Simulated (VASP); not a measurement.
Write the native input for VASP 6.6.1 that does the following.

```yaml
Task: single point
Functional: LDA
Potentials_or_basis: VASP PAW LDA potentials, release 64 (Si)
Cutoff: 520 eV
k_mesh: 3 × 3 × 3
Occupations: gaussian, width 0.02 eV
Spin: no spin polarisation
Dipole_correction: no
Further_INCAR_settings: LREAL = Auto; ALGO = Normal; EDIFF = 1e-06; NBANDS = 43
```

The structure of Si (a cell with a defect) lies in POSCAR:

```
Si
1.0
    0.0000000000      5.4019422852     -5.4019422852
    5.4019422852      5.4019422852      0.0000000000
    5.4019422852      0.0000000000     -5.4019422852
Si
15
Direct
   -0.1511463760      0.2170487832      0.2170487832
    0.1174797816      0.6279843103      0.1265515187
    0.6365636318      0.1296063458      0.1296063458
    0.6365637244      0.6042236899      0.1296062533
    0.1174796891      0.1265516112      0.6279844028
    0.1174797816      0.6279843103      0.6279843103
    0.6365635393      0.1296064384      0.6042236899
    0.6235960738      0.6254679931      0.6254679931
    0.2531102570      0.7424947895      0.2521974372
    0.2531103495      0.2521975297      0.2521975297
    0.7425164484      0.7539930612      0.2494972972
    0.2472898505      0.7509033392      0.7509033392
    0.2531102570      0.2521974372      0.7424949746
    0.7425165409      0.7539931538      0.7539929686
    0.7425164484      0.2494972972      0.7539930612
```

These files were run (other wordings do the same):

INCAR

```
SYSTEM = Si
  PREC = Accurate
  ENCUT = 520
  EDIFF = 1E-6
  ISMEAR = 0
  SIGMA = 0.02
  LREAL = Auto
  LASPH = .TRUE.
  NELM = 80
  ALGO = Normal
  ISIF = 2
  LWAVE = .FALSE.
  LCHARG = .TRUE.
  GGA = CA
  LELF = .TRUE.
  LVHAR = .TRUE.
  NBANDS = 43
```

KPOINTS

```
regular mesh
0
G
  3 3 3
  0 0 0
```

Potentials or basis: VASP PAW LDA potentials, release 64 (Si).

Launch:

```bash
$ cat potpaw_LDA.64/Si/POTCAR > POTCAR
$ mpirun -np 1 vasp_std > vasp.out
```

Results of the run:

```json
{"Pressure": "-3.4 GPa", "Largest force": "0.858 eV/Å", "Band gap on the k mesh": "zero (bands 30 and 31 overlap by 0.82 eV)"}
```

Wall time 77 s on 1 thread of Intel(R) Xeon(R) 6975P-C (Granite Rapids) (shared host), peak memory 0.35 GiB.
